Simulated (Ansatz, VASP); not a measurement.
# One calculation of NaI, two programs

POSCAR

```
NaI
1.0
    4.0868681806      0.0463314874      0.0463314874
    0.0463314874      4.0868681806      0.0463314874
    0.0463314874      0.0463314874      4.0868681806
Na I
1 1
Direct
    0.0000000000      0.0000000000      0.0000000000
    0.5000000000      0.5000000000      0.5000000000
```

File INCAR.step1:

```
SYSTEM = NaI
  ALGO = Normal
  EDIFF = 1E-4
  ENCUT = 520
  GGA = PE
  ISMEAR = 0
  LASPH = .TRUE.
  LCHARG = .FALSE.
  LREAL = .FALSE.
  LWAVE = .TRUE.
  NBANDS = 14
  NELM = 60
  PREC = Accurate
  SIGMA = 0.01
```

INCAR.step2

```
SYSTEM = NaI
  ALGO = Normal
  EDIFF = 1E-7
  ENCUT = 520
  ISIF = 2
  ISMEAR = 0
  ISTART = 1
  LASPH = .TRUE.
  LCHARG = .FALSE.
  LMIXTAU = .TRUE.
  LREAL = .FALSE.
  LWAVE = .FALSE.
  METAGGA = R2SCAN
  NBANDS = 14
  NELM = 60
  PREC = Accurate
  SIGMA = 0.01
```

Contents of KPOINTS:

```
k-points
0
G
  6 6 6
  0 0 0
```

Input for Ansatz:

```yaml
crystal:
  lattice:
    - [4.0868681806, 0.0463314874, 0.0463314874]
    - [0.0463314874, 4.0868681806, 0.0463314874]
    - [0.0463314874, 0.0463314874, 4.0868681806]
  atoms:
    - { symbol: Na, position: [0.0, 0.0, 0.0] }
    - { symbol: I, position: [0.5, 0.5, 0.5] }
kpoints:
  mp_grid: { grid: [6, 6, 6] }
  band_path:
    path: [[0.0, 0.0, 0.0], [0.0, 0.5, 0.0], [0.5, 0.5, 0.0], [0.5, 0.5, 0.5]]
    npoints: 1
hamiltonian:
  xc: r2scan
scf:
  occupations: { method: fixed }
  n_extra_bands: 4
output:
  forces: true
  stress: true
  eigenvalues: true
```

Change from the starting cell: shear_111 strain +3.4%.

Alike in both runs: task single point; functional r2SCAN; k mesh 6 × 6 × 6; no spin polarisation.

```csv
,VASP,Ansatz
version,VASP 6.6.1,Ansatz 0.2.0
potentials or method,"VASP PAW PBE potentials, release 64 (Na_pv, I)","plane waves, PAW"
plane-wave cutoff (eV),520,500
occupations,"gaussian, width 0.01 eV",fixed
valence electrons in the cell,14,26
```

Ansatz gave:

| Item | Value |
| --- | --- |
| gap on the k mesh at the Fermi level (eV) | 3.01 |
| pressure (GPa) | -0.5 |
| traceless stress, the component that is largest in VASP (GPa) | 0.10 |

**Question.** What did VASP give for the same quantities?

**Answer.** gap on the k mesh at the Fermi level (eV): 3.02; pressure (GPa): -0.6; traceless stress, the component that is largest in VASP (GPa): 0.07.

VASP's potentials were made for PBE, not for r2SCAN. VASP's potentials hold 14 valence electrons a cell and Ansatz's 26, so a difference there can come from the potentials and not from the codes.

Neither program's run includes spin-orbit coupling.
